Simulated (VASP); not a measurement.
# Ag (Fd-3m) in VASP: a series of runs

The runs below take Ag through single point, relaxation of cell and atoms, with revPBE.

Program: VASP 6.6.1. These are calculated values, not measurements. Logs are shortened: lines on timing, memory, paths and dates and some standing lists are left out, and cuts for length are marked.

## 1. The cell of the first run

The structure is cubic, space group Fd-3m (No. 227). Conventional cell: a = 6.495 Å, b = 6.495 Å, c = 6.495 Å, α = 90.00°, β = 90.00°, γ = 90.00°. Ag (site symmetry -43m) has 4 Ag at 2.81 Å within 3.7 Å.

## 2. Single point, revPBE (volume scaled by 1.08)

Contents of INCAR:

```
SYSTEM = Ag
PREC = Accurate
ENCUT = 520
EDIFF = 1E-7
ISMEAR = -1
SIGMA = 0.1
LREAL = .FALSE.
LASPH = .TRUE.
NELM = 80
ALGO = Normal
ISIF = 2
LWAVE = .FALSE.
LCHARG = .TRUE.
GGA = RE
LELF = .TRUE.
LVHAR = .TRUE.
NBANDS = 18
```

Contents of KPOINTS:

```
Automatic mesh
0
G
  10 10 10
  0 0 0
```

Contents of POSCAR:

```
Ag
1.0
    0.0000000000      3.2475281520      3.2475281520
    3.2475281520      0.0000000000      3.2475281520
    3.2475281520      3.2475281520      0.0000000000
Ag
2
Direct
    0.1250000000      0.1250000000      0.1250000000
    0.8750000000      0.8750000000      0.8750000000
```

Potentials or basis: VASP PAW PBE potentials, release 64 (Ag).

On the command line:

```bash
cat potpaw_PBE.64/Ag/POTCAR > POTCAR
mpirun -np 1 vasp_std > vasp.out
```

OUTCAR:

```text
SYSTEM = Ag
   PREC = Accurate
   ENCUT = 520
   EDIFF = 1E-7
   ISMEAR = -1
   LREAL = .FALSE.
   LASPH = .TRUE.
   NELM = 80
   ISIF = 2
   GGA = RE

 ion  position               nearest neighbor table
   1  0.125  0.125  0.125-   2 2.81   2 2.81   2 2.81   2 2.81
   2  0.875  0.875  0.875-   1 2.81   1 2.81   1 2.81   1 2.81

  LATTYP: Found a face centered cubic cell.
 ALAT       =     6.4950563040

  Lattice vectors:

 A1 = (   0.0000000000,   3.2475281520,   3.2475281520)
 A2 = (   3.2475281520,   0.0000000000,   3.2475281520)
 A3 = (   3.2475281520,   3.2475281520,   0.0000000000)

Analysis of symmetry for initial positions (statically):
=====================================================================
 Subroutine PRICEL returns:
 Original cell was already a primitive cell.

 Routine SETGRP: Setting up the symmetry group for a
 face centered cubic supercell.

 Subroutine GETGRP returns: Found 48 space group operations
 (whereof 12 operations were pure point group operations)
 out of a pool of 48 trial point group operations.

The static configuration has the point symmetry D_3d.
 The point group associated with its full space group is O_h .

Analysis of symmetry for dynamics (positions and initial velocities):
=====================================================================
 Subroutine PRICEL returns:
 Original cell was already a primitive cell.

 Routine SETGRP: Setting up the symmetry group for a
 face centered cubic supercell.

 Subroutine GETGRP returns: Found 48 space group operations
 (whereof 12 operations were pure point group operations)
 out of a pool of 48 trial point group operations.

The dynamic configuration has the point symmetry D_3d.
 The point group associated with its full space group is O_h .

 Subroutine INISYM returns: Found 48 space group operations
 (whereof 12 operations are pure point group operations),
 and found     1 'primitive' translations

----------------------------------------------------------------------------------------

                                     Primitive cell

  volume of cell :      68.4997

  direct lattice vectors                    reciprocal lattice vectors
     0.000000000  3.247528152  3.247528152    -0.153963253  0.153963253  0.153963253
     3.247528152  0.000000000  3.247528152     0.153963253 -0.153963253  0.153963253
     3.247528152  3.247528152  0.000000000     0.153963253  0.153963253 -0.153963253

  length of vectors
     4.592698357  4.592698357  4.592698357     0.266672177  0.266672177  0.266672177

  position of ions in fractional coordinates (direct lattice)
     0.125000000  0.125000000  0.125000000
     0.875000000  0.875000000  0.875000000

  ion indices of the primitive-cell ions
   primitive index   ion index
                 1           1
                 2           2

----------------------------------------------------------------------------------------

 KPOINTS: Automatic mesh

Automatic generation of k-mesh.
 Grid dimensions read from file:
 generate k-points for:   10   10   10

 Generating k-lattice:

  Cartesian coordinates                     Fractional coordinates (reciprocal lattice)
    -0.015396325  0.015396325  0.015396325     0.100000000  0.000000000  0.000000000
     0.015396325 -0.015396325  0.015396325     0.000000000  0.100000000  0.000000000
     0.015396325  0.015396325 -0.015396325     0.000000000  0.000000000  0.100000000

  Length of vectors
     0.026667218  0.026667218  0.026667218

  Shift w.r.t. Gamma in fractional coordinates (k-lattice)
     0.000000000  0.000000000  0.000000000

 Subroutine IBZKPT returns following result:
 ===========================================

 Found     47 irreducible k-points:

 Following reciprocal coordinates:
            Coordinates               Weight
  0.000000  0.000000  0.000000      1.000000
  0.100000  0.000000  0.000000      8.000000
  0.200000  0.000000  0.000000      8.000000
  0.300000  0.000000  0.000000      8.000000
  0.400000  0.000000  0.000000      8.000000
  0.500000  0.000000  0.000000      4.000000
[... 16 lines left out ...]
  0.300000  0.300000  0.000000      6.000000
  0.400000  0.300000  0.000000     24.000000
 [... further k-points ...]
   k-points           NKPTS =     47   k-points in BZ     NKDIM =     47   number of bands    NBANDS=     18
   number of dos      NEDOS =    301   number of ions     NIONS =      2
   total plane-waves  NPLWV =  46656
   dimension x,y,z NGX =    36 NGY =   36 NGZ =   36
   dimension x,y,z NGXF=    72 NGYF=   72 NGZF=   72
   ions per type =               2
   NGX,Y,Z   is equivalent  to a cutoff of  13.03, 13.03, 13.03 a.u.
   NGXF,Y,Z  is equivalent  to a cutoff of  26.06, 26.06, 26.06 a.u.
 SYSTEM =  Ag
   PREC   = accura    normal or accurate (medium, high low for compatibility)
   ISTART =      0    job   : 0-new  1-cont  2-samecut
   ICHARG =      2    charge: 1-file 2-atom 10-const
   ISPIN  =      1    spin polarized calculation?
   LNONCOLLINEAR =      F non collinear calculations
   LSORBIT =      F    spin-orbit coupling
   LASPH  =      T    aspherical Exc in radial PAW
   ENCUT  =  520.0 eV  38.22 Ry    6.18 a.u.   8.54  8.54  8.54*2*pi/ulx,y,z
   NELM   =     80;   NELMIN=  2; NELMDL= -5     # of ELM steps
   EDIFF  = 0.1E-06   stopping-criterion for ELM
   LREAL  =      F    real-space projection
   EDIFFG = 0.1E-05   stopping-criterion for IOM
   NSW    =      0    number of steps for IOM
   IBRION =     -1    ionic relax: 0-MD 1-quasi-New 2-CG
   NFREE  =      0    steps in history (QN), initial steepest desc. (CG)
   ISIF   =      2    stress and relaxation
   ISYM   =      2    0-nonsym 1-usesym 2-fastsym
   POTIM  = 0.5000    time-step for ionic-motion
   TEBEG  =    0.0;   TEEND  =   0.0 temperature during run
   PSTRESS=    0.0 pullay stress
   NELECT =      22.0000    total number of electrons
   NUPDOWN=      -1.0000    fix difference up-down
   EMIN   =  10.00;   EMAX   =-10.00  energy-range for DOS
   EFERMI =   0.00;   METHOD = LEGACY
   ISMEAR =    -1;   SIGMA  =   0.10  broadening in eV -4-tet -1-fermi 0-gaus
   EFERMI_NEDOS =   21; number of points for ismear=-14 and -15
   IALGO  =     38    algorithm
   IMIX   =      4    mixing-type and parameters
     AMIX     =   0.40;   BMIX     =  1.00
     AMIX_MAG =   1.60;   BMIX_MAG =  1.00
  volume/ion in A,a.u.               =      34.25       231.13
  Fermi-wavevector in a.u.,A,eV,Ry     =   1.121122  2.118613 17.101355  1.256914
  Thomas-Fermi vector in A             =   2.257773
   LORBIT       =      0    0 simple, 1 ext, 2 COOP (PROOUT), +10 PAW based schemes
   GGA     = RE    functional components
   LHFCALC =     F    Hartree Fock is set to
   AEXX    =    0.0000 exact exchange contribution
   IVDW    =     0    specifies the selected vdW correction
   LEPSILON=     F    determine dielectric tensor
   LRPA    =     F    only Hartree local field effects (RPA)
 non-spin polarized calculation
  energy-cutoff  :      520.00
  volume of cell :       68.50
 maximum number of plane-waves:      1863
 NGX is ok and might be reduce to    36
   NGX = 17   NGY = 17   NGZ = 17

 number of electron      21.9999997 magnetization

 Free energy of the ion-electron system (eV)
  ---------------------------------------------------
  ext. energy  EPLUGINS =         0.00000000
  ---------------------------------------------------
  free energy    TOTEN  =        -3.20327890 eV

  energy without entropy =       -3.18420756  energy(sigma->0) =       -3.19374323

 E-fermi :   1.9330     XC(G=0):  -8.0282

 val. band max:        1.9191341520   @ k =  -0.4000   0.4000   0.0000
 cond. band min:       1.9527005480   @ k =   0.5000   0.5000   0.0000
 fundamental gap:      0.0335663960
 Fermi energy:         1.9330436577

 k-point     1 :       0.0000    0.0000    0.0000
  band No.  band energies     occupation
      1      -2.2669      2.00000
      2      -2.2669      2.00000
      3      -2.2669      2.00000
      4      -2.2535      2.00000
      5      -2.2535      2.00000
      6      -2.1926      2.00000
[... 10 lines left out ...]
     17      10.3955      0.00000
     18      10.5771      0.00000

 k-point     2 :       0.1000    0.0000    0.0000
  band No.  band energies     occupation
      1      -2.3317      2.00000
      2      -2.3317      2.00000
      3      -2.2669      2.00000
      4      -2.1715      2.00000
      5      -2.1715      2.00000
      6      -2.1050      2.00000
[... 10 lines left out ...]
     17      10.8917      0.00000
     18      11.4520      0.00000

 k-point     3 :       0.2000    0.0000    0.0000
  band No.  band energies     occupation
      1      -2.3696      2.00000
      2      -2.3696      2.00000
      3      -2.2682      2.00000
      4      -2.0954      2.00000
      5      -2.0954      2.00000
      6      -1.9108      2.00000
[... 10 lines left out ...]
     17      11.3901      0.00000
     18      12.0561      0.00000

 k-point     4 :       0.3000    0.0000    0.0000
  band No.  band energies     occupation
      1      -2.3715      2.00000
      2      -2.3715      2.00000
      3      -2.2662      2.00000
      4      -2.0640      2.00000
      5      -2.0640      2.00000
      6      -1.8105      2.00000
[... 375 lines left out ...]
      4      -2.1052      2.00000
      5      -1.9021      2.00000
      6      -1.7849      2.00000
[... 10 lines left out ...]
     17      11.6484      0.00000
     18      11.9681      0.00000

 k-point    23 :       0.3000    0.3000    0.0000
  band No.  band energies     occupation
      1      -2.4845      2.00000
      2      -2.3101      2.00000
      3      -2.3101      2.00000
      4      -1.9604      2.00000
      5      -1.9268      2.00000
      6      -1.7675      2.00000
[... 10 lines left out ...]
     17      14.6095      0.00000
     18      14.6095      0.00000

 k-point    24 :       0.4000    0.3000    0.0000
  band No.  band energies     occupation
      1      -2.4801      2.00000
      2      -2.3236      2.00000
      3      -2.3151      2.00000
      4      -1.9991      2.00000
      5      -1.8757      2.00000
      6      -1.6973      2.00000
[... 10 lines left out ...]
     17      14.4358      0.00000
     18      14.6610      0.00000

 [... further k-points ...]

------------------------ aborting loop because EDIFF is reached ----------------------------------------

  FORCE on cell =-STRESS in cart. coord.  units (eV):
  Direction    XX          YY          ZZ          XY          YZ          ZX
  --------------------------------------------------------------------------------------
  -------------------------------------------------------------------------------------
  Total       -0.6317921     -0.6317921     -0.6317921     -0.0000000      0.0000000     -0.0000000
  in kB      -14.7773300    -14.7773300    -14.7773300     -0.0000000      0.0000000     -0.0000000
  external PRESSURE =     -14.7773300 kB  Pullay stress =       0.0000000 kB

 VOLUME and BASIS-vectors are now :
 -----------------------------------------------------------------------------
  energy-cutoff  :      520.00
  volume of cell :       68.50
      direct lattice vectors                 reciprocal lattice vectors
     0.000000000  3.247528152  3.247528152    -0.153963253  0.153963253  0.153963253
     3.247528152  0.000000000  3.247528152     0.153963253 -0.153963253  0.153963253
     3.247528152  3.247528152  0.000000000     0.153963253  0.153963253 -0.153963253

 POSITION                                       TOTAL-FORCE (eV/Angst)
 -----------------------------------------------------------------------------------
      0.81188      0.81188      0.81188        -0.000000     -0.000000     -0.000000
      5.68317      5.68317      5.68317         0.000000      0.000000      0.000000
 -----------------------------------------------------------------------------------
    total drift:                                0.000000      0.000000      0.000000

  FREE ENERGIE OF THE ION-ELECTRON SYSTEM (eV)
  ---------------------------------------------------
  free  energy   TOTEN  =        -3.2032788953 eV

  energy  without entropy=       -3.1842075564  energy(sigma->0) =       -3.19374323
```

It took 62 s on 1 thread of AMD EPYC 7R43 (Zen 3), shared host; peak memory 0.19 GiB.

Results:

```yaml
Free_energy: -3.2033 eV
Pressure: -1.5 GPa
Band_gap_on_the_k_mesh: zero (band 11 reaches 2.18 eV, above the bottom of band 12 at 1.66 eV)
```

Levels at points of the mesh, in eV from the Fermi level:
| k point | band 8 | band 9 | band 10 | band 11 | band 12 | band 13 | band 14 | band 15 |
| --- | --- | --- | --- | --- | --- | --- | --- | --- |
| (0.00, 0.00, 0.00) | -3.18 | -3.18 | -2.78 | -2.78 | 7.62 | 7.62 | 7.62 | 8.46 |
| (0.50, 0.00, 0.00) | -3.12 | -2.80 | -2.80 | -1.05 | -0.27 | 5.62 | 5.62 | 7.87 |
| (0.50, 0.50, 0.00) | -3.37 | -2.71 | -2.71 | 0.02 | 0.02 | 3.38 | 3.38 | 6.47 |

Caveat: the PAW data sets were made with another functional, which shifts forces and pressure a little.

## 3. Single point, revPBE (volume scaled by 1.12)

Contents of INCAR:

```
SYSTEM = Ag
PREC     = Accurate       ! precision mode
ENCUT    = 520            ! plane-wave cutoff, eV
EDIFF    = 1E-6           ! SCF threshold, eV
ISMEAR   = -1             ! smearing method
SIGMA    = 0.1            ! smearing width, eV
LREAL    = .False.        ! projectors in reciprocal space
LASPH    = .True.         ! aspherical terms in the spheres
NELM     = 100            ! most SCF steps
ALGO     = Normal         ! electronic algorithm
ISIF     = 2              ! what is computed and relaxed
LWAVE    = .False.        ! write WAVECAR
LCHARG   = .False.        ! write CHGCAR
GGA      = RE             ! functional
NBANDS   = 18             ! bands
```

Contents of KPOINTS:

```
regular mesh
0
Gamma
  10 10 10
  0 0 0
```

Contents of POSCAR:

```
Ag
1.0
    0.0000000000      3.2871360574      3.2871360574
    3.2871360574      0.0000000000      3.2871360574
    3.2871360574      3.2871360574      0.0000000000
Ag
2
Direct
    0.1250000000      0.1250000000      0.1250000000
    0.8750000000      0.8750000000      0.8750000000
```

Potentials or basis: VASP PAW PBE potentials, release 64 (Ag).

On the command line:

```bash
cat potpaw_PBE.64/Ag/POTCAR > POTCAR
mpirun -np 1 vasp_std > vasp.out
```

Run time: 60 s. Hardware: 1 thread of AMD EPYC 7R43 (Zen 3), shared host; peak memory 0.18 GiB.

The run converged. Its results:

```
Free energy            : -3.1766 eV
Pressure               : -2.0 GPa
Band gap on the k mesh : zero (band 11 reaches 1.93 eV, above the bottom of band 12 at 1.51 eV)
```

Levels at points of the mesh, in eV from the Fermi level:
```
           k point  band 8  band 9  band 10  band 11  band 12  band 13  band 14  band 15
(0.00, 0.00, 0.00)   -3.17   -3.17    -2.80    -2.80     7.41     7.41     7.41     8.27
(0.50, 0.00, 0.00)   -3.11   -2.81    -2.81    -1.08    -0.21     5.49     5.49     7.59
(0.50, 0.50, 0.00)   -3.35   -2.73    -2.73     0.00     0.00     3.34     3.34     6.34
```

Caveat: the PAW data sets were made with another functional, which shifts forces and pressure a little.

[end of part 1 of 2]
